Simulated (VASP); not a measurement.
# Ge (I4_1/amd) in VASP: relaxation of cell and atoms with LDA

Aim: the relaxation of cell and atoms of Ge with LDA.

Everything below comes from runs of VASP 6.6.1. Logs are shortened: lines on timing, memory, paths and dates and some standing lists are left out, and cuts for length are marked.

## (1) The cell of the first run

The structure is tetragonal, space group I4_1/amd (No. 141). Conventional cell: a = 4.782 Å, b = 4.782 Å, c = 2.586 Å, α = 90.00°, β = 90.00°, γ = 90.00°. Within 3.3 Å of Ge (site symmetry -4m2) lie 10 Ge at 2.48 to 3.08 Å.

## (2) Relaxation of cell and atoms, LDA, target pressure 25 GPa, at which the enthalpy is minimised

Input file INCAR:

```
PREC = Accurate
ENCUT = 600
EDIFF = 1E-6
ISMEAR = -1
SIGMA = 0.05
LREAL = False
LASPH = True
NELM = 100
ALGO = Normal
ISIF = 3
LWAVE = False
LCHARG = False
IBRION = 2
NSW = 32
EDIFFG = -0.005
PSTRESS = 250.0
```

Input file KPOINTS:

```
Automatic mesh
0
Gamma
  16 16 16
```

Input file POSCAR:

```
Ge
1.0
   -2.3908586273      2.3908586273      1.2929171264
    2.3908586273     -2.3908586273      1.2929171264
    2.3908586273      2.3908586273     -1.2929171264
Ge
2
Direct
   -0.3750000000     -0.1250000000     -0.2500000000
    0.3750000000      0.1250000000      0.2500000000
```

Potentials or basis: VASP PAW LDA potentials, release 64 (Ge_d).

Launch:

```sh
> cat potpaw_LDA.64/Ge_d/POTCAR > POTCAR
> mpirun -np 1 vasp_std > vasp.out
```

OUTCAR:

```text
PREC = Accurate
   ENCUT = 600
   EDIFF = 1E-6
   ISMEAR = -1
   LREAL = False
   LASPH = True
   NELM = 100
   ISIF = 3
   IBRION = 2
   NSW = 32
   EDIFFG = -0.005
   PSTRESS = 250.0

 ion  position               nearest neighbor table
   1  0.625  0.875  0.750-   2 2.48   2 2.48   2 2.48   2 2.48
   2  0.375  0.125  0.250-   1 2.48   1 2.48   1 2.48   1 2.48

  LATTYP: Found a body centered tetragonal cell.
 ALAT       =     4.7817172546
 C/A-ratio  =     0.5407752310

  Lattice vectors:

 A1 = (  -2.3908586273,   2.3908586273,   1.2929171264)
 A2 = (   2.3908586273,  -2.3908586273,   1.2929171264)
 A3 = (   2.3908586273,   2.3908586273,  -1.2929171264)

Analysis of symmetry for initial positions (statically):
=====================================================================
 Subroutine PRICEL returns:
 Original cell was already a primitive cell.

 Routine SETGRP: Setting up the symmetry group for a
 body centered tetragonal supercell.

 Subroutine GETGRP returns: Found 16 space group operations
 (whereof  4 operations were pure point group operations)
 out of a pool of 16 trial point group operations.

The static configuration has the point symmetry C_2h.
 The point group associated with its full space group is D_4h.

Analysis of symmetry for dynamics (positions and initial velocities):
=====================================================================
 Subroutine PRICEL returns:
 Original cell was already a primitive cell.

 Routine SETGRP: Setting up the symmetry group for a
 body centered tetragonal supercell.

 Subroutine GETGRP returns: Found 16 space group operations
 (whereof  4 operations were pure point group operations)
 out of a pool of 16 trial point group operations.

The dynamic configuration has the point symmetry C_2h.
 The point group associated with its full space group is D_4h.

 Subroutine INISYM returns: Found 16 space group operations
 (whereof  4 operations are pure point group operations),
 and found     1 'primitive' translations

----------------------------------------------------------------------------------------

                                     Primitive cell

  volume of cell :      29.5623

  direct lattice vectors                    reciprocal lattice vectors
    -2.390858627  2.390858627  1.292917126     0.000000000  0.209129889  0.386722389
     2.390858627 -2.390858627  1.292917126     0.209129889  0.000000000  0.386722389
     2.390858627  2.390858627 -1.292917126     0.209129889  0.209129889  0.000000000

  length of vectors
     3.619950918  3.619950918  3.619950918     0.439647037  0.439647037  0.295754326

  position of ions in fractional coordinates (direct lattice)
     0.625000000  0.875000000  0.750000000
     0.375000000  0.125000000  0.250000000

  ion indices of the primitive-cell ions
   primitive index   ion index
                 1           1
                 2           2

----------------------------------------------------------------------------------------

 KPOINTS: Automatic mesh

Automatic generation of k-mesh.
 Grid dimensions read from file:
 generate k-points for:   16   16   16

 Generating k-lattice:

  Cartesian coordinates                     Fractional coordinates (reciprocal lattice)
     0.000000000  0.013070618  0.024170149     0.062500000  0.000000000  0.000000000
     0.013070618  0.000000000  0.024170149     0.000000000  0.062500000  0.000000000
     0.013070618  0.013070618  0.000000000     0.000000000  0.000000000  0.062500000

  Length of vectors
     0.027477940  0.027477940  0.018484645

  Shift w.r.t. Gamma in fractional coordinates (k-lattice)
     0.000000000  0.000000000  0.000000000

 Subroutine IBZKPT returns following result:
 ===========================================

 Found    349 irreducible k-points:

 Following reciprocal coordinates:
            Coordinates               Weight
  0.000000  0.000000  0.000000      1.000000
  0.062500  0.000000  0.000000      8.000000
  0.125000  0.000000  0.000000      8.000000
  0.187500  0.000000  0.000000      8.000000
  0.250000  0.000000  0.000000      8.000000
  0.312500  0.000000  0.000000      8.000000
[... 16 lines left out ...]
 -0.125000  0.062500  0.000000     16.000000
 -0.062500  0.062500  0.000000      4.000000
 [... further k-points ...]
   k-points           NKPTS =    349   k-points in BZ     NKDIM =    349   number of bands    NBANDS=     18
   number of dos      NEDOS =    301   number of ions     NIONS =      2
   total plane-waves  NPLWV =  27000
   dimension x,y,z NGX =    30 NGY =   30 NGZ =   30
   dimension x,y,z NGXF=    60 NGYF=   60 NGZF=   60
   ions per type =               2
   NGX,Y,Z   is equivalent  to a cutoff of  13.78, 13.78, 13.78 a.u.
   NGXF,Y,Z  is equivalent  to a cutoff of  27.55, 27.55, 27.55 a.u.
 SYSTEM =  unknown system
   PREC   = accura    normal or accurate (medium, high low for compatibility)
   ISTART =      0    job   : 0-new  1-cont  2-samecut
   ICHARG =      2    charge: 1-file 2-atom 10-const
   ISPIN  =      1    spin polarized calculation?
   LNONCOLLINEAR =      F non collinear calculations
   LSORBIT =      F    spin-orbit coupling
   LASPH  =      T    aspherical Exc in radial PAW
   ENCUT  =  600.0 eV  44.10 Ry    6.64 a.u.   7.23  7.23  7.23*2*pi/ulx,y,z
   NELM   =    100;   NELMIN=  2; NELMDL= -5     # of ELM steps
   EDIFF  = 0.1E-05   stopping-criterion for ELM
   LREAL  =      F    real-space projection
   EDIFFG = -.5E-02   stopping-criterion for IOM
   NSW    =     32    number of steps for IOM
   IBRION =      2    ionic relax: 0-MD 1-quasi-New 2-CG
   NFREE  =      1    steps in history (QN), initial steepest desc. (CG)
   ISIF   =      3    stress and relaxation
   ISYM   =      2    0-nonsym 1-usesym 2-fastsym
   POTIM  = 0.5000    time-step for ionic-motion
   TEBEG  =    0.0;   TEEND  =   0.0 temperature during run
   PSTRESS=  250.0 pullay stress
   NELECT =      28.0000    total number of electrons
   NUPDOWN=      -1.0000    fix difference up-down
   EMIN   =  10.00;   EMAX   =-10.00  energy-range for DOS
   EFERMI =   0.00;   METHOD = LEGACY
   ISMEAR =    -1;   SIGMA  =   0.05  broadening in eV -4-tet -1-fermi 0-gaus
   EFERMI_NEDOS =   21; number of points for ismear=-14 and -15
   IALGO  =     38    algorithm
   IMIX   =      4    mixing-type and parameters
     AMIX     =   0.40;   BMIX     =  1.00
     AMIX_MAG =   1.60;   BMIX_MAG =  1.00
  volume/ion in A,a.u.               =      14.78        99.75
  Fermi-wavevector in a.u.,A,eV,Ry     =   1.607736  3.038180 35.168535  2.584814
  Thomas-Fermi vector in A             =   2.703717
   LORBIT       =      0    0 simple, 1 ext, 2 COOP (PROOUT), +10 PAW based schemes
   GGA     = CA    functional components
   LHFCALC =     F    Hartree Fock is set to
   AEXX    =    0.0000 exact exchange contribution
   IVDW    =     0    specifies the selected vdW correction
   LEPSILON=     F    determine dielectric tensor
   LRPA    =     F    only Hartree local field effects (RPA)
 conjugate gradient relaxation of ions
 non-spin polarized calculation
  energy-cutoff  :      600.00
  volume of cell :       29.56
 maximum number of plane-waves:      1013
 NGX is ok and might be reduce to    30
   NGX = 15   NGY = 15   NGZ = 15

--------------------------------------- Ionic step        1  -------------------------------------------

 number of electron      27.9999987 magnetization

 Free energy of the ion-electron system (eV)
  ---------------------------------------------------
  ext. energy  EPLUGINS =         0.00000000
  ---------------------------------------------------
  free energy    TOTEN  =        -9.61341234 eV

  energy without entropy =       -9.60817109  energy(sigma->0) =       -9.61079171

------------------------ aborting loop because EDIFF is reached ----------------------------------------

  FORCE on cell =-STRESS in cart. coord.  units (eV):
  Direction    XX          YY          ZZ          XY          YZ          ZX
  --------------------------------------------------------------------------------------
  -------------------------------------------------------------------------------------
  Total        4.6775048      4.6775048      4.6747930      0.0000000     -0.0000000      0.0000000
  in kB      253.5048958    253.5048958    253.3579272      0.0000000     -0.0000000      0.0000000
  external PRESSURE =       3.4559062 kB  Pullay stress =     250.0000000 kB
[... 93 lines left out ...]
  FREE ENERGIE OF THE ION-ELECTRON SYSTEM (eV)
  ---------------------------------------------------
  free  energy   TOTEN  =        -9.6249781303 eV

  energy  without entropy=       -9.6197436472  energy(sigma->0) =       -9.62236089

  enthalpy is  TOTEN    =        -5.0006723226 eV   P V=        4.6243058077

[... ionic steps 4 to 11 ...]

--------------------------------------- Ionic step       12  -------------------------------------------

 number of electron      27.9999988 magnetization

------------------------ aborting loop because EDIFF is reached ----------------------------------------

  FORCE on cell =-STRESS in cart. coord.  units (eV):
  Direction    XX          YY          ZZ          XY          YZ          ZX
  --------------------------------------------------------------------------------------
  -------------------------------------------------------------------------------------
  Total        4.6649157      4.6649157      4.6613374      0.0000000      0.0000000      0.0000000
  in kB      252.3217022    252.3217022    252.1281556      0.0000000      0.0000000      0.0000000
  external PRESSURE =       2.2571867 kB  Pullay stress =     250.0000000 kB
[... 61 lines left out ...]
  enthalpy is  TOTEN    =        -5.0006712976 eV   P V=        4.6221811157

--------------------------------------- Ionic step       14  -------------------------------------------

 number of electron      27.9999988 magnetization

 Free energy of the ion-electron system (eV)
  ---------------------------------------------------
  ext. energy  EPLUGINS =         0.00000000
  ---------------------------------------------------
  free energy    TOTEN  =        -9.62292987 eV

  energy without entropy =       -9.61769801  energy(sigma->0) =       -9.62031394

 E-fermi :   9.3255     XC(G=0): -12.7980

 val. band max:        9.3224210599   @ k =  -0.3750  -0.4375   0.3750
 cond. band min:       9.3579161280   @ k =   0.4375   0.1875   0.0000
 fundamental gap:      0.0354950681
 Fermi energy:         9.3254992272

 k-point     1 :       0.0000    0.0000    0.0000
  band No.  band energies     occupation
      1     -15.8923      2.00000
      2     -15.8038      2.00000
      3     -15.7743      2.00000
      4     -15.7579      2.00000
      5     -15.5443      2.00000
      6     -15.5443      2.00000
[... 10 lines left out ...]
     17      18.3604      0.00000
     18      19.3568      0.00000
[... 466 lines left out ...]
      2     -15.8046      2.00000
      3     -15.7705      2.00000
      4     -15.7599      2.00000
      5     -15.5460      2.00000
      6     -15.5425      2.00000
[... 10 lines left out ...]
     17      18.0509      0.00000
     18      19.6009      0.00000

 [... further k-points ...]

------------------------ aborting loop because EDIFF is reached ----------------------------------------

  FORCE on cell =-STRESS in cart. coord.  units (eV):
  Direction    XX          YY          ZZ          XY          YZ          ZX
  --------------------------------------------------------------------------------------
  -------------------------------------------------------------------------------------
  Total        4.6295720      4.6295720      4.6256961      0.0000000      0.0000000      0.0000000
  in kB      250.3955590    250.3955590    250.1859286      0.0000000      0.0000000      0.0000000
  external PRESSURE =       0.3256822 kB  Pullay stress =     250.0000000 kB
[... 17 lines left out ...]
  FREE ENERGIE OF THE ION-ELECTRON SYSTEM (eV)
  ---------------------------------------------------
  free  energy   TOTEN  =        -9.6229298679 eV

  energy  without entropy=       -9.6176980055  energy(sigma->0) =       -9.62031394

  enthalpy is  TOTEN    =        -5.0006713982 eV   P V=        4.6222584697

 reached required accuracy - stopping structural energy minimisation
```

Run time: 25 min. Hardware: 1 thread of Intel Xeon 8259CL, shared host; peak memory 0.32 GiB.

Results:

```yaml
Free_energy: -9.6229 eV
Relaxed_volume: 14.81 Å³/atom
Relaxed_cell: a = 3.622 Å, b = 3.622 Å, c = 3.622 Å, α = 97.33°, β = 97.33°, γ = 138.15°
Space_group_after_relaxing_to_0.05_Å: I4_1/amd (No. 141)
Energy_change_on_relaxing_the_enthalpy_is_what_falls: -4.8 meV/atom
Ionic_steps: 14
Pressure_after_relaxing: 25.0 GPa
Band_gap_on_the_k_mesh: zero (band 14 reaches 11.70 eV, above the bottom of band 15 at 4.95 eV)
```

The path:
| step | energy change (eV) | largest force (eV/Å) | pressure (GPa) | volume (Å³) |
| --- | --- | --- | --- | --- |
| 1 | 0.0000 | 0.0000 | 25.35 | 29.56 |
| 2 | -0.0213 | 0.0000 | 24.57 | 29.70 |
| 3 | -0.0116 | 0.0000 | 25.08 | 29.64 |
| 4 | -0.0130 | 0.0000 | 25.05 | 29.65 |
| 5 | -0.0161 | 0.0000 | 24.74 | 29.67 |
| 6 | -0.0136 | 0.0000 | 24.91 | 29.65 |
| 7 | -0.0133 | 0.0000 | 24.83 | 29.65 |
| 8 | -0.0034 | 0.0000 | 25.41 | 29.58 |
| 9 | -0.0100 | 0.0000 | 24.94 | 29.63 |
| 10 | -0.0091 | 0.0000 | 25.08 | 29.62 |
| 11 | -0.0096 | 0.0000 | 24.81 | 29.62 |
| 12 | -0.0093 | 0.0000 | 25.23 | 29.62 |
| 13 | -0.0094 | 0.0000 | 25.15 | 29.62 |
| 14 | -0.0095 | 0.0000 | 25.03 | 29.62 |

Final structure:
```yaml
crystal:
  lattice:
    - [-2.39255, 2.39255, 1.29373]
    - [2.39255, -2.39255, 1.29373]
    - [2.39255, 2.39255, -1.29373]
  atoms:
    - { symbol: Ge, position: [0.62500, 0.87500, 0.75000] }
    - { symbol: Ge, position: [0.37500, 0.12500, 0.25000] }
```

Levels at points of the mesh, in eV from the Fermi level:
```csv
k point,band 10,band 11,band 12,band 13,band 14,band 15,band 16,band 17,band 18
"(0.00, 0.00, 0.00)",-24.64,-15.49,-3.44,-3.11,-3.11,2.77,9.03,9.03,10.03
"(0.50, 0.00, 0.00)",-24.71,-8.71,-7.59,-2.66,-2.32,-1.85,2.14,4.30,6.72
"(0.50, 0.50, 0.00)",-24.79,-12.21,-12.21,0.47,0.47,2.38,2.38,8.98,8.98
"(0.50, 0.50, 0.50)",-24.85,-9.76,-9.76,-7.55,-7.55,7.22,7.22,13.65,13.65
```

Caveat: the cell is relaxed towards a set pressure, so the enthalpy falls and the energy may rise.
